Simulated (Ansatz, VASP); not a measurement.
**LuSi2Au2: VASP beside Ansatz**

```
CELL_PARAMETERS angstrom
0.00000 4.25379 0.00000
4.25379 0.00000 0.00000
2.12690 2.12690 -4.94250
ATOMIC_POSITIONS crystal
Au 0.75000 0.25000 0.50000
Au 0.25000 0.75000 0.50000
Lu 0.00000 0.00000 0.00000
Si 0.38640 0.38640 0.22720
Si 0.61360 0.61360 0.77280
```

Alike in both runs: functional PBE; k mesh 7 × 7 × 7; no spin polarisation.

Ansatz relaxed the structure, and its values are those at the end. VASP's run is a single point on that final structure, the one shown.

```csv
,VASP,Ansatz
version,VASP 6.6.1,Ansatz 0.2.0
potentials or method,"VASP PAW PBE potentials, release 64 (Au, Lu, Si), cutoff 520 eV",PAW plane waves
occupations,"fermi-dirac, width 0.1 eV",fermi-dirac
valence electrons in the cell,55,71
```

|  | VASP | Ansatz | Ansatz less VASP |
| --- | --- | --- | --- |
| pressure (GPa) | 3.8 | 3.9 | +0.13 |
| rms of the force components (eV/Å) | 0.003 | 0.000 | -0.0031 |

VASP's potentials hold 55 valence electrons a cell and Ansatz's 71, so a difference there can come from the potentials and not from the codes. Ansatz's warnings: stress scf threshold loose.

Spin-orbit coupling is off throughout.
